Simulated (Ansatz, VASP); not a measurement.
**Two plane-wave programs on Ge**

The input POSCAR:

```
Ge
1.0
    0.0258048436      2.8343096205      2.8343096205
    2.8343096205      0.0258048436      2.8343096205
    2.8343096205      2.8343096205      0.0258048436
Ge
2
Direct
    0.0005671999      0.0005671999      0.0005671999
    0.2494328001      0.2494328001      0.2494328001
```

INCAR.step1

```
PREC = Accurate
ENCUT = 520
ISMEAR = -1
SIGMA = 0.02
LREAL = F
LASPH = T
NELM = 80
NBANDS = 21
GGA = PE
ALGO = Normal
EDIFF = 1E-4
LWAVE = T
LCHARG = F
```

INCAR.step2

```
PREC = Accurate
ENCUT = 520
EDIFF = 1E-6
ISMEAR = -1
SIGMA = 0.02
LREAL = F
LASPH = T
NELM = 80
ALGO = Normal
ISIF = 2
LWAVE = F
LCHARG = F
METAGGA = R2SCAN
LMIXTAU = T
NBANDS = 21
ISTART = 1
```

The input KPOINTS:

```
Automatic mesh
0
Gamma
  8 8 8
```

Input for Ansatz:

```yaml
crystal:
  lattice:
    - [0.0258048436, 2.8343096205, 2.8343096205]
    - [2.8343096205, 0.0258048436, 2.8343096205]
    - [2.8343096205, 2.8343096205, 0.0258048436]
  atoms:
    - { symbol: Ge, position: [0.0005671999, 0.0005671999, 0.0005671999] }
    - { symbol: Ge, position: [0.2494328001, 0.2494328001, 0.2494328001] }
kpoints:
  mp_grid: { grid: [8, 8, 8] }
  band_path:
    path:
      - [0.0, 0.0, 0.0]
      - [0.5, 0.0, 0.5]
      - [0.625, 0.25, 0.625]
      - [0.375, 0.375, 0.75]
      - [0.5, 0.5, 0.5]
      - [0.5, 0.25, 0.75]
    npoints: 1
hamiltonian:
  xc: r2scan
scf:
  occupations: { method: fermi_dirac, width: 0.02 }
  n_extra_bands: 4
output:
  forces: true
  stress: true
  eigenvalues: true
```

Change from the starting cell: epitaxial_111 strain -1.0%.

Alike in both runs: task single point; functional r2SCAN; k mesh 8 × 8 × 8; occupations fermi-dirac, width 0.02 eV; no spin polarisation.

|  | VASP | Ansatz |
| --- | --- | --- |
| version | VASP 6.6.1 | Ansatz 0.2.0 |
| potentials or method | VASP PAW PBE potentials, release 64 (Ge_d) | plane waves, PAW |
| plane-wave cutoff (eV) | 520 | 500 |
| valence electrons in the cell | 28 | 28 |

VASP gave:

| Property | Result |
| --- | --- |
| pressure (GPa) | 1.3 |
| traceless stress, the component that is largest in VASP (GPa) | -0.63 |

Q: Estimate Ansatz's values.

A: Pressure (GPa): 1.2; traceless stress, the component that is largest in VASP (GPa): -0.63.

VASP's potentials were made for PBE, not for r2SCAN.
